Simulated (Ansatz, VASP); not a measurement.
**Al6N: VASP beside Ansatz**

```xyz
7
Lattice="2.8874 0.0000 0.0000 -1.4437 2.5006 0.0000 0.0000 0.0000 13.9918" Properties=species:S:1:pos:R:3 pbc="T T T"
Al    0.0000    1.6670    1.2064
Al    1.4437    0.8335   12.7854
Al    1.4437    0.8335    5.8353
Al    0.0000    1.6670    8.1564
Al    0.0000    0.0000   10.4995
Al    0.0000    0.0000    3.4922
N     0.0000    0.0000    0.0000
```

Alike in both runs: functional PBE; k mesh 6 × 6 × 2; occupations gaussian, width 0.2 eV; no spin polarisation.

Ansatz relaxed the structure, and its values are those at the end. VASP's run is a single point on that final structure, the one shown.

```csv
,VASP,Ansatz
version,VASP 6.6.1,Ansatz 0.2.0
potentials or method,"VASP PAW PBE potentials, release 64 (Al, N), cutoff 520 eV","scalar-relativistic, plane waves, PAW"
valence electrons in the cell,23,23
```

|  | VASP | Ansatz | Ansatz less VASP |
| --- | --- | --- | --- |
| gap on the k mesh at the Fermi level (eV) | none | none | - |
| pressure (GPa) | -0.1 | 0.0 | +0.08 |
| rms of the force components (eV/Å) | 0.007 | 0.011 | +0.0047 |

A gap of «none» marks a metal or a gap that the smearing closes. With one functional, cell and mesh, what is left measures potentials, basis and numerics.

The k mesh is coarse, so the values compare programs but aren't converged.
